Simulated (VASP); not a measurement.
# Mg11Zn13O24 (P1) in VASP: notebook

Runs on Mg11Zn13O24. Level: PBEsol. Tasks: single point.

Everything below comes from runs of VASP 6.6.1. Logs are shortened: lines on timing, memory, paths and dates and some standing lists are left out, and cuts for length are marked.

### 1 The cell of the first run

The typed cell holds 96 atoms: a = 9.789 Å, b = 11.304 Å, c = 10.255 Å, α = 90.00°, β = 90.00°, γ = 90.00°.

### 2 Single point, PBEsol

INCAR reads:

```
SYSTEM = Mg11Zn13O24
ALGO = Normal
EDIFF = 1E-6
ENCUT = 700
GGA = PS
GGA_COMPAT = .False.
ISIF = 2
ISMEAR = -1
ISYM = -1
KPAR = 1
LASPH = .True.
LCHARG = .True.
LELF = .True.
LREAL = Auto
LVHAR = .True.
LWAVE = .False.
NBANDS = 376
NELM = 120
PREC = Accurate
SIGMA = 0.05
```

KPOINTS reads:

```
explicit points
1
Reciprocal
  0.25000000   0.25000000   0.25000000 1
```

POSCAR reads:

```
Mg11Zn13O24
1.0
    9.7891530000      0.0000000000      0.0000000000
    0.0000000000     11.3035400000      0.0000000000
    0.0000000000      0.0000000000     10.2545180000
Mg Zn O
22 26 48
Direct
    0.1647300000      0.0814460000      0.2474300000
    0.9973450000      0.3350210000      0.2470590000
    0.9999750000      0.3338280000      0.7497370000
    0.5006910000      0.0861420000      0.7451050000
    0.1657120000      0.5847650000      0.7498820000
    0.0019420000      0.8354450000      0.7474330000
    0.8358800000      0.0825630000      0.2471130000
    0.6646250000      0.3347920000      0.2461770000
    0.4990260000      0.5831450000      0.2459530000
    0.8330440000      0.5888340000      0.7482240000
    0.0009790000      0.1659300000      0.9952300000
    0.3334220000      0.1657670000      0.5007000000
    0.3341910000      0.1676470000      0.9955320000
    0.9990750000      0.6662350000      0.5000070000
    0.6645740000      0.1640380000      0.9961480000
    0.5020000000      0.4154800000      0.4964430000
    0.4998950000      0.4182790000      0.9963340000
    0.3316200000      0.6647980000      0.9978760000
    0.8320200000      0.4183770000      0.9968390000
    0.6668820000      0.6677150000      0.9945350000
    0.5005610000      0.9184160000      0.9966020000
    0.8313110000      0.9177350000      0.9977030000
    0.1642180000      0.0846700000      0.7486510000
    0.5013050000      0.0855730000      0.2500110000
    0.3343980000      0.3336850000      0.2471090000
    0.3326830000      0.3323230000      0.7466750000
    0.1675040000      0.5823310000      0.2477080000
    0.9987830000      0.8323070000      0.2468330000
    0.8332280000      0.0823320000      0.7504490000
    0.6661460000      0.3352670000      0.7506800000
    0.5019890000      0.5833060000      0.7470250000
    0.3343710000      0.8320190000      0.2440350000
    0.3343330000      0.8333140000      0.7480830000
    0.8347330000      0.5814120000      0.2473170000
    0.6660840000      0.8335550000      0.2466890000
    0.6639880000      0.8323990000      0.7494840000
    0.0007880000      0.1673640000      0.4932700000
    0.1648990000      0.4164980000      0.4976270000
    0.1687950000      0.4177770000      0.9956640000
    0.0032850000      0.6656470000      0.9983430000
    0.6691670000      0.1654590000      0.4972670000
    0.3325480000      0.6689050000      0.4966100000
    0.1652030000      0.9146340000      0.4972730000
    0.1677510000      0.9161250000      0.9962390000
    0.8288770000      0.4151250000      0.4967750000
    0.6680440000      0.6653360000      0.4981390000
    0.4991950000      0.9163070000      0.4981180000
    0.8322560000      0.9178430000      0.4950300000
    0.0007920000      0.1622050000      0.1915690000
    0.9989600000      0.1684380000      0.6905090000
    0.3360580000      0.1662900000      0.1929010000
    0.3323770000      0.1671650000      0.6891370000
    0.1677050000      0.4142860000      0.1880550000
    0.1696620000      0.4190350000      0.6920600000
    0.9996270000      0.6678900000      0.1863140000
    0.9974780000      0.6680160000      0.6913110000
    0.6689770000      0.1639760000      0.1929000000
    0.6634720000      0.1686630000      0.6932830000
    0.4956530000      0.4145120000      0.1907650000
    0.4976960000      0.4131910000      0.6921170000
    0.3325290000      0.6655980000      0.1904340000
    0.3322810000      0.6674640000      0.6904490000
    0.1668160000      0.9177860000      0.1907810000
    0.1659400000      0.9204170000      0.6892950000
    0.8359490000      0.4167320000      0.1896890000
    0.8322990000      0.4167320000      0.6935080000
    0.6666700000      0.6676610000      0.1908480000
    0.6656770000      0.6661270000      0.6892440000
    0.4971110000      0.9175600000      0.1895150000
    0.4997310000      0.9178780000      0.6922790000
    0.8317890000      0.9170260000      0.1925520000
    0.8348830000      0.9126380000      0.6929010000
    0.1633820000      0.0833340000      0.4382780000
    0.1656650000      0.0859480000      0.9412050000
    0.9996670000      0.3335560000      0.4419830000
    0.9990010000      0.3379500000      0.9376680000
    0.4986470000      0.0825220000      0.4424270000
    0.4960250000      0.0829940000      0.9371340000
    0.3334100000      0.3353320000      0.4400520000
    0.3332190000      0.3321910000      0.9407450000
    0.1638600000      0.5831600000      0.4410210000
    0.1658700000      0.5820360000      0.9435360000
    0.9954570000      0.8334720000      0.4372010000
    0.9966010000      0.8314490000      0.9373770000
    0.8343740000      0.0815930000      0.4421050000
    0.8339690000      0.0842010000      0.9412490000
    0.6651170000      0.3344960000      0.4431800000
    0.6645700000      0.3329700000      0.9385800000
    0.5022480000      0.5798000000      0.4438780000
    0.5011230000      0.5847470000      0.9404790000
    0.3327990000      0.8338340000      0.4398540000
    0.3329120000      0.8320160000      0.9403170000
    0.8309620000      0.5836050000      0.4388550000
    0.8330200000      0.5846870000      0.9407570000
    0.6641130000      0.8355060000      0.4418070000
    0.6636990000      0.8372180000      0.9395040000
```

Potentials or basis: VASP PAW PBE potentials, release 64 (Mg, Zn, O).

The run is started by

```bash
cat potpaw_PBE.64/Mg/POTCAR potpaw_PBE.64/Zn/POTCAR potpaw_PBE.64/O/POTCAR > POTCAR
mpirun -np 4 vasp_std > vasp.out
```

OUTCAR:

```text
SYSTEM = Mg11Zn13O24
   EDIFF = 1E-6
   ENCUT = 700
   GGA = PS
   ISIF = 2
   ISMEAR = -1
   ISYM = -1
   LASPH = .True.
   LREAL = Auto
   NELM = 120
   PREC = Accurate

 ion  position               nearest neighbor table
   1  0.165  0.081  0.247-  49 1.93  63 1.94  73 1.96  51 2.01  37 3.14  43 3.18  44 3.18  11 3.19
                             7 3.22  13 3.22  12 3.22  28 3.25  32 3.27  24 3.30  25 3.30   2 3.30
   2  0.997  0.335  0.247-  65 1.92  53 1.99  75 2.00  49 2.03  37 3.16  19 3.18  45 3.18  38 3.18
                            34 3.21  11 3.21  39 3.22  27 3.25   8 3.26   7 3.26  25 3.30   1 3.30
   3  1.000  0.334  0.750-  76 1.93  50 1.97  66 1.98  54 2.01  11 3.15  39 3.16  19 3.17  38 3.19
                            45 3.22  37 3.23  23 3.24  26 3.26   5 3.27  30 3.27  29 3.28  10 3.31
   4  0.501  0.086  0.745-  58 1.92  78 1.97  52 1.97  70 1.98  12 3.13  15 3.16  41 3.16  13 3.18
                            47 3.18  21 3.20  26 3.23  30 3.25  29 3.26  36 3.28  33 3.29  23 3.29
   5  0.166  0.585  0.750-  54 1.97  62 1.98  82 1.99  56 1.99  40 3.14  39 3.15  18 3.15  14 3.17
                            38 3.21  42 3.21   6 3.26  10 3.26  33 3.26   3 3.27  26 3.29  31 3.29
   6  0.002  0.835  0.747-  72 1.94  84 1.95  64 1.96  56 1.98  43 3.15  44 3.16  14 3.18  22 3.20
                            40 3.21  48 3.21  23 3.23  10 3.24  29 3.24  33 3.25   5 3.26  36 3.31
   7  0.836  0.083  0.247-  49 1.93  71 1.95  57 1.96  85 2.00  37 3.15  48 3.15  22 3.16  41 3.18
                            11 3.19  15 3.21   1 3.22  28 3.25   2 3.26  35 3.27  24 3.28   8 3.31
   8  0.665  0.335  0.246-  59 1.97  65 2.00  57 2.01  87 2.02  16 3.15  45 3.16  17 3.17  19 3.18
                            41 3.21  15 3.21  25 3.23  24 3.24   9 3.24  34 3.25   2 3.26   7 3.31
   9  0.499  0.583  0.246-  61 1.96  67 1.98  59 1.99  89 2.03  18 3.16  17 3.17  16 3.19  42 3.19
[... 17 lines left out ...]
  18  0.332  0.665  0.998-  82 1.95  61 1.97  90 1.98  92 1.98   5 3.15  32 3.15   9 3.16  27 3.16
                            33 3.19  31 3.20  40 3.21  39 3.22  17 3.24  44 3.26  20 3.28  21 3.31
  19  0.832  0.418  0.997-  94 1.97  76 1.97  65 1.98  88 1.99  30 3.14  34 3.16   3 3.17   2 3.18
                             8 3.18  10 3.20  20 3.25  17 3.25  40 3.26  39 3.30  11 3.30  15 3.31
  20  0.667  0.668  0.995-  90 1.95  94 1.96  96 2.00  67 2.01  36 3.13  10 3.13  31 3.16  35 3.19
                             9 3.20  34 3.22  19 3.25  22 3.25  17 3.26  21 3.27  18 3.28  40 3.29
  21  0.501  0.918  0.997-  96 1.93  78 1.96  69 1.98  92 2.00  36 3.15  32 3.17  33 3.17  35 3.18
                             4 3.20  15 3.21  24 3.21  22 3.24  13 3.25  44 3.26  20 3.27  18 3.31
  22  0.831  0.918  0.998-  86 1.97  96 1.97  84 1.99  71 2.00  29 3.14   7 3.16  35 3.17  36 3.18
                            28 3.19   6 3.20  15 3.23  21 3.24  20 3.25  11 3.26  44 3.29  40 3.31
  23  0.164  0.085  0.749-  64 1.95  50 1.97  74 1.97  52 1.99  11 3.13  12 3.17  13 3.17   6 3.23
                             3 3.24   4 3.29
  24  0.501  0.086  0.250-  51 1.95  57 1.96  77 1.97  69 2.00  15 3.18  12 3.18  21 3.21  13 3.22
                             8 3.24   7 3.28   1 3.30
  25  0.334  0.334  0.247-  59 1.91  53 1.96  51 1.97  79 1.98  16 3.18  17 3.19  13 3.19  12 3.22
                             8 3.23   9 3.25   2 3.30   1 3.30
  26  0.333  0.332  0.747-  60 1.94  54 1.95  52 1.96  80 1.99  12 3.15  13 3.16  17 3.19  16 3.20
                             4 3.23   3 3.26   5 3.29
  27  0.168  0.582  0.248-  61 1.96  81 1.98  53 2.00  55 2.01  18 3.16  14 3.21   9 3.25   2 3.25

  28  0.999  0.832  0.247-  83 1.95  55 1.96  71 1.97  63 1.99  22 3.19  14 3.20   7 3.25   1 3.25
[... 356 lines left out ...]
   GGA     = PS    functional components
   LHFCALC =     F    Hartree Fock is set to
   AEXX    =    0.0000 exact exchange contribution
   IVDW    =     0    specifies the selected vdW correction
   LEPSILON=     F    determine dielectric tensor
   LRPA    =     F    only Hartree local field effects (RPA)
 non-spin polarized calculation
  energy-cutoff  :      700.00
  volume of cell :     1134.68
 maximum number of plane-waves:     47715
 NGX is ok and might be reduce to    84
   NGX = 43   NGY = 49   NGZ = 45

 number of electron     644.0000091 magnetization

 Free energy of the ion-electron system (eV)
  ---------------------------------------------------
  ext. energy  EPLUGINS =         0.00000000
  ---------------------------------------------------
  free energy    TOTEN  =      -522.44466529 eV

  energy without entropy =     -522.44466529  energy(sigma->0) =     -522.44466529

 E-fermi :   2.4027     XC(G=0): -10.6426

 val. band max:        1.1335837613   @ k =   0.2500   0.2500   0.2500
 cond. band min:       3.6860644879   @ k =   0.2500   0.2500   0.2500
 fundamental gap:      2.5524807266
 Fermi energy:         2.4026744232

 k-point     1 :       0.2500    0.2500    0.2500
  band No.  band energies     occupation
      1     -16.1677      2.00000
      2     -16.0340      2.00000
      3     -15.9656      2.00000
      4     -15.9361      2.00000
      5     -15.8652      2.00000
      6     -15.8190      2.00000
[... 326 lines left out ...]
    333       6.6547      0.00000
    334       6.7595      0.00000
 [bands above 334 left out]

------------------------ aborting loop because EDIFF is reached ----------------------------------------

  FORCE on cell =-STRESS in cart. coord.  units (eV):
  Direction    XX          YY          ZZ          XY          YZ          ZX
  --------------------------------------------------------------------------------------
  -------------------------------------------------------------------------------------
  Total        2.7643076     -1.0975777      7.4898088     -1.7150888     -0.2421646     -1.8676787
  in kB        3.9032118     -1.5497835     10.5756354     -2.4217112     -0.3419373     -2.6371687
  external PRESSURE =       4.3096879 kB  Pullay stress =       0.0000000 kB

 VOLUME and BASIS-vectors are now :
 -----------------------------------------------------------------------------
  energy-cutoff  :      700.00
  volume of cell :     1134.68
      direct lattice vectors                 reciprocal lattice vectors
     9.789153000  0.000000000  0.000000000     0.102153884  0.000000000  0.000000000
     0.000000000 11.303540000  0.000000000     0.000000000  0.088467861  0.000000000
     0.000000000  0.000000000 10.254518000     0.000000000  0.000000000  0.097517992

 POSITION                                       TOTAL-FORCE (eV/Angst)
 -----------------------------------------------------------------------------------
      1.61257      0.92063      2.53728         0.470057      0.211520      0.043952
      9.76316      3.78692      2.53347         0.656334     -0.458405      0.074921
      9.78891      3.77344      7.68819         0.156300      0.123630     -0.642255
      4.90134      0.97371      7.64069        -0.360368     -0.317316      0.135826
      1.62218      6.60991      7.68968        -0.020583     -0.076505     -0.183147
      0.01901      9.44349      7.66457         0.058547     -0.210311     -0.078291
[... 88 lines left out ...]
      6.50110      9.44418      4.53052         0.151394     -0.371682     -0.149196
      6.49705      9.46353      9.63416         0.256611     -0.392623      0.411491
 -----------------------------------------------------------------------------------
    total drift:                               -0.024606      0.034320      0.029009

  FREE ENERGIE OF THE ION-ELECTRON SYSTEM (eV)
  ---------------------------------------------------
  free  energy   TOTEN  =      -522.4446652928 eV

  energy  without entropy=     -522.4446652928  energy(sigma->0) =     -522.44466529
```

Run time: 18 min. Hardware: 4 MPI ranks of AMD EPYC 7R43 (Zen 3), shared host; peak memory 0.64 GiB.

Results:

```yaml
Free_energy: -522.4447 eV
Pressure: 0.4 GPa
Largest_force: 1.112 eV/Å
Band_gap_on_the_k_mesh: 2.55 eV
```

Forces on the atoms (eV/Å):
```
Mg   0.470  0.212  0.044
Mg   0.656 -0.458  0.075
Mg   0.156  0.124 -0.642
Mg  -0.360 -0.317  0.136
Mg  -0.021 -0.077 -0.183
Mg   0.059 -0.210 -0.078
Mg  -0.219 -0.168  0.368
Mg   0.128 -0.346  0.254
Mg   0.069  0.072  0.580
Mg  -0.034 -0.633  0.000
Mg  -0.117  0.501  0.192
Mg  -0.499  0.232 -0.608
Mg  -0.097 -0.140  0.315
Mg  -0.169  0.133 -0.283
Mg  -0.144  0.185 -0.034
Mg  -0.545  0.088  0.567
Mg  -0.305 -0.233 -0.248
Mg   0.001  0.266 -0.100
Mg   0.169  0.089 -0.250
Mg   0.211  0.376  0.243
Mg  -0.509  0.055 -0.077
Mg   0.263 -0.314 -0.048
Zn   0.128  0.098 -0.174
Zn  -0.015 -0.244 -0.041
Zn  -0.421 -0.294  0.213
Zn  -0.189  0.038  0.115
Zn  -0.143 -0.104 -0.043
Zn   0.084  0.168 -0.200
Zn  -0.075 -0.016 -0.531
Zn   0.085 -0.047 -0.468
Zn  -0.359 -0.193 -0.173
Zn  -0.248  0.102  0.220
Zn  -0.116  0.188 -0.148
Zn  -0.140  0.363 -0.150
Zn  -0.104  0.031  0.216
Zn   0.115  0.169 -0.353
Zn  -0.058 -0.189  0.499
Zn   0.376 -0.036  0.175
Zn  -0.167 -0.358  0.024
Zn  -0.424  0.152 -0.389
Zn  -0.067  0.054  0.223
Zn   0.270 -0.397  0.010
Zn  -0.130  0.342 -0.156
Zn  -0.285 -0.042 -0.031
Zn   0.340  0.150  0.461
Zn  -0.392  0.337 -0.244
Zn  -0.028 -0.029  0.113
Zn  -0.121 -0.187  0.461
O   -0.152  0.781 -0.398
O   -0.122 -0.088  0.050
O   -0.440 -0.114 -0.366
O    0.025 -0.190  0.244
O   -0.310  0.211  0.275
O   -0.494 -0.040 -0.012
O    0.105 -0.293  0.690
O    0.444  0.052 -0.124
O    0.084  0.527 -0.430
O    0.544 -0.154 -0.212
O    0.854  0.584 -0.316
O    0.244  0.508 -0.230
O    0.161 -0.067 -0.156
O    0.009 -0.112  0.165
O   -0.070 -0.357 -0.178
O    0.181 -0.385  0.097
O   -0.656 -0.219 -0.148
O    0.179  0.457 -0.110
O   -0.129 -0.306 -0.343
O    0.080  0.131  0.308
O    0.332  0.035 -0.102
O   -0.047  0.079 -0.048
O    0.059  0.014 -0.447
O   -0.318  0.440 -0.173
O    0.510 -0.134  0.161
O    0.201 -0.294  0.166
O   -0.277  0.180 -0.339
O   -0.079 -0.583  0.588
O    0.137  0.210  0.220
O    0.392  0.102  0.131
O    0.004 -0.361  0.209
O    0.198  0.201  0.049
O    0.090  0.177 -0.007
O    0.328  0.255 -0.495
O    0.373 -0.312  0.450
O    0.240  0.360  0.332
O   -0.122  0.391 -0.339
O   -0.139 -0.048  0.405
O    0.070 -0.459 -0.725
O    0.150 -0.035  1.101
O   -0.296  0.442 -0.546
O   -0.161 -0.068  0.324
O   -0.077 -0.018 -0.154
O    0.096 -0.057  0.205
O    0.457 -0.139  0.228
O   -0.145 -0.030 -0.114
O    0.151 -0.372 -0.149
O    0.257 -0.393  0.411
```

Stress tensor (GPa, compression positive):
```
 0.39 -0.24 -0.26
-0.24 -0.15 -0.03
-0.26 -0.03  1.06
```

Caveat: the PAW data sets were made with another functional, which shifts forces and pressure a little; a shifted mesh leaves out Γ, where band edges can lie. A k mesh can miss the band edges.

[end of part 1 of 2]
